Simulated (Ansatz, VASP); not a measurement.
**MgBe2I6: VASP beside Ansatz**

```
Mg Be I
1.0
     3.61455    2.08686    8.22440
    -3.61455    2.08686    8.22440
     0.00000   -4.17372    8.22440
Mg Be I
1 2 6
Direct
  0.00000 0.00000 0.00000
  0.26791 0.26791 0.26791
  0.73209 0.73209 0.73209
  0.05013 0.41137 0.75609
  0.75609 0.05013 0.41137
  0.41137 0.75609 0.05013
  0.94987 0.58863 0.24391
  0.24391 0.94987 0.58863
  0.58863 0.24391 0.94987
```

Alike in both runs: functional PBE; k mesh 6 × 6 × 6; occupations gaussian, width 0.02 eV; no spin polarisation.

Ansatz relaxed the structure, and its values are those at the end. VASP's run is a single point on that final structure, the one shown.

|  | VASP | Ansatz |
| --- | --- | --- |
| version | VASP 6.6.1 | Ansatz 0.2.0 |
| potentials or method | VASP PAW PBE potentials, release 64 (Mg, Be, I), cutoff 520 eV | scalar-relativistic, plane waves, PAW |
| valence electrons in the cell | 48 | 116 |

|  | VASP | Ansatz | Ansatz less VASP |
| --- | --- | --- | --- |
| gap on the k mesh at the Fermi level (eV) | 3.29 | 3.30 | +0.011 |
| least direct gap on the mesh (eV) | 3.34 | 3.35 | +0.012 |
| pressure (GPa) | 0.0 | 0.0 | -0.01 |
| rms of the force components (eV/Å) | 0.007 | 0.001 | -0.0065 |

The functional is the same, so the differences come from potentials, cutoffs and numerics. VASP's potentials hold 48 valence electrons a cell and Ansatz's 116, so a difference there can come from the potentials and not from the codes.

Spin-orbit coupling is off throughout.
